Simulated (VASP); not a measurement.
SiO2 (Cristobalite): electric field gradients with PBE

SiO2 (Cristobalite):

```
CELL_PARAMETERS angstrom
4.97170 0.00000 0.00000
0.00000 4.97170 0.00000
0.00000 0.00000 6.92230
ATOMIC_POSITIONS crystal
Si 0.30028 0.30028 0.00000
Si 0.19972 0.80028 0.25000
Si 0.69972 0.69972 0.50000
Si 0.80028 0.19972 0.75000
O 0.23920 0.10440 0.17870
O 0.39560 0.73920 0.42870
O 0.76080 0.89560 0.67870
O 0.60440 0.26080 0.92870
O 0.73920 0.39560 0.57130
O 0.89560 0.76080 0.32130
O 0.26080 0.60440 0.07130
O 0.10440 0.23920 0.82130
```

```yaml
Program: VASP 6.6.1
Task: electric field gradients
Functional: PBE
Potentials_or_basis: VASP PAW PBE potentials, release 64 (Si, O)
Cutoff: 520 eV
k_mesh: 5 × 5 × 4
Occupations: fermi-dirac, width 0.02 eV
Spin: no spin polarisation
Dipole_correction: no
Further_INCAR_settings: ALGO = Normal; EDIFF = 1e-08; NBANDS = 44
```

```yaml
Pressure: 7.8 GPa
Largest_force: 0.463 eV/Å
Band_gap_on_the_k_mesh: 5.80 eV, direct
```

Forces in eV/Å, atoms in the order of the input:
```
Si  -0.004 -0.004  0.000
Si   0.004 -0.004  0.000
Si   0.004  0.004  0.000
Si  -0.004  0.004  0.000
O   -0.054  0.251  0.385
O   -0.251 -0.054  0.385
O    0.054 -0.251  0.385
O    0.251  0.054  0.385
O   -0.054 -0.251 -0.385
O   -0.251  0.054 -0.385
O    0.054  0.251 -0.385
O    0.251 -0.054 -0.385
```

Stress tensor (GPa, compression positive):
```
7.69 0.00 0.00
0.00 7.69 0.00
0.00 0.00 7.91
```

Levels at points of the mesh, in eV from the valence-band top:
```csv
k point,band 28,band 29,band 30,band 31,band 32,band 33,band 34,band 35,band 36,band 37
"(0.00, 0.00, 0.00)",-1.21,-0.68,-0.27,-0.27,0.00,5.80,8.89,8.89,9.36,9.36
"(0.00, 0.00, 0.50)",-0.80,-0.52,-0.52,-0.40,-0.40,7.05,7.05,9.54,9.54,9.75
```

Electric field gradients, principal values (V/Å²):
```tsv
atom	least	middle	greatest (by size)
1 Si	0.152	3.700	-3.853
2 Si	0.152	3.700	-3.853
3 Si	0.152	3.700	-3.853
4 Si	0.152	3.700	-3.853
5 O	-36.866	-49.442	86.308
6 O	-36.866	-49.442	86.308
7 O	-36.866	-49.442	86.308
8 O	-36.866	-49.442	86.308
9 O	-36.866	-49.442	86.308
10 O	-36.866	-49.442	86.308
11 O	-36.866	-49.442	86.308
12 O	-36.866	-49.442	86.308
```

It took 2.3 min on 1 thread of Intel(R) Xeon(R) Platinum 8488C (Sapphire Rapids), on a shared host, peak memory 0.3 GiB.

Caveat: without QUAD_EFG the Cq values of the log hold for a quadrupole moment of 1 mb, not for the nuclei. A k mesh can miss the band edges.
